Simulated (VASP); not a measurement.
Write the native input for VASP 6.6.1 that does the following.

| Quantity | Value |
| --- | --- |
| Task | single point |
| Functional | r2SCAN |
| Potentials or basis | VASP PAW PBE potentials, release 64 (C, Zn) |
| Cutoff | 520 eV |
| k mesh | 8 × 8 × 8 |
| Occupations | fermi-dirac, width 0.02 eV |
| Spin | no spin polarisation |
| Dipole correction | no |
| Further INCAR settings | ALGO = Normal; EDIFF = 1e-06; NBANDS = 21 |

The system is Zn2C.

```
CELL_PARAMETERS angstrom
-0.06136 2.51659 2.51659
2.51659 -0.06136 2.51659
2.51659 2.51659 -0.06136
ATOMIC_POSITIONS crystal
C 0.00000 0.00000 0.00000
Zn 0.25054 0.25054 0.25054
Zn 0.74946 0.74946 0.74946
```

This cell differs from its parent crystal: strain along [111] -3.6%.

These files were run (other wordings do the same):

POSCAR

```
Zn2C
1.0
   -0.0613551868      2.5165938403      2.5165938403
    2.5165938403     -0.0613551868      2.5165938403
    2.5165938403      2.5165938403     -0.0613551868
C Zn
1 2
Direct
    0.0000000000      0.0000000000      0.0000000000
    0.2505370555      0.2505370555      0.2505370555
    0.7494629445      0.7494629445      0.7494629445
```

INCAR.step1

```
SYSTEM = Zn2C
PREC = Accurate
ENCUT = 520
ISMEAR = -1
SIGMA = 0.02
LREAL = .FALSE.
LASPH = .TRUE.
NELM = 60
NBANDS = 21
GGA = PE
ALGO = Normal
EDIFF = 1E-4
LWAVE = .TRUE.
LCHARG = .FALSE.
```

INCAR.step2

```
SYSTEM = Zn2C
PREC = Accurate
ENCUT = 520
EDIFF = 1E-6
ISMEAR = -1
SIGMA = 0.02
LREAL = .FALSE.
LASPH = .TRUE.
NELM = 60
ALGO = Normal
ISIF = 2
LWAVE = .FALSE.
LCHARG = .TRUE.
METAGGA = R2SCAN
LMIXTAU = .TRUE.
LELF = .TRUE.
LVHAR = .TRUE.
NBANDS = 21
ISTART = 1
```

KPOINTS

```
regular mesh
0
G
  8 8 8
  0 0 0
```

Potentials or basis: VASP PAW PBE potentials, release 64 (C, Zn).

The run is started by

```sh
$ cat potpaw_PBE.64/C/POTCAR potpaw_PBE.64/Zn/POTCAR > POTCAR
$ cp INCAR.step1 INCAR
$ mpirun -np 1 vasp_std > vasp.out
$ cp INCAR.step2 INCAR
$ mpirun -np 1 vasp_std > vasp.out
```

It gave:

```json
{
 "Pressure": "6.8 GPa",
 "Largest force": "0.005 eV/Å",
 "Band gap on the k mesh": "0.18 eV"
}
```

Caveat: the cell differs from its parent crystal (strain along [111] -3.6%); the cell stands under pressure; the PAW data sets were made with another functional, which shifts forces and pressure a little.

It took 2.5 min on 1 thread of Intel(R) Xeon(R) Platinum 8375C CPU @ 2.90GHz (Ice Lake), on a shared host, peak memory 0.18 GiB.
